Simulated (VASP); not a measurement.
Ti3HN3, 7 atoms in the cell. The cell holds a slab with vacuum, 7 atoms: a = 3.003 Å, b = 3.003 Å, c = 21.554 Å, α = 90.00°, β = 90.00°, γ = 120.00°. 

```yaml
Program: VASP 6.6.1
Task: single point
Functional: PBE
Potentials_or_basis: VASP PAW PBE potentials, release 64 (N, Ti_sv, H)
Cutoff: 520 eV
k_mesh: 9 × 9 × 1
Occupations: gaussian, width 0.1 eV
Spin: no spin polarisation
Dipole_correction: yes
Further_INCAR_settings: ALGO = Normal; EDIFF = 1e-06; NBANDS = 35
```

Potentials or basis: VASP PAW PBE potentials, release 64 (N, Ti_sv, H).

Command:

```sh
$ cat potpaw_PBE.64/N/POTCAR potpaw_PBE.64/Ti_sv/POTCAR potpaw_PBE.64/H/POTCAR > POTCAR
$ mpirun -np 1 vasp_std > vasp.out
```

Hardware: 1 thread of Intel(R) Xeon(R) 6975P-C (Granite Rapids) (shared host).

**Question.** How long does it take, and how much memory?

**Answer.** It took 2.8 min on 1 thread of Intel(R) Xeon(R) 6975P-C (Granite Rapids) (shared host), peak memory 0.35 GiB. Counts: scf iterations 30, k points 25.
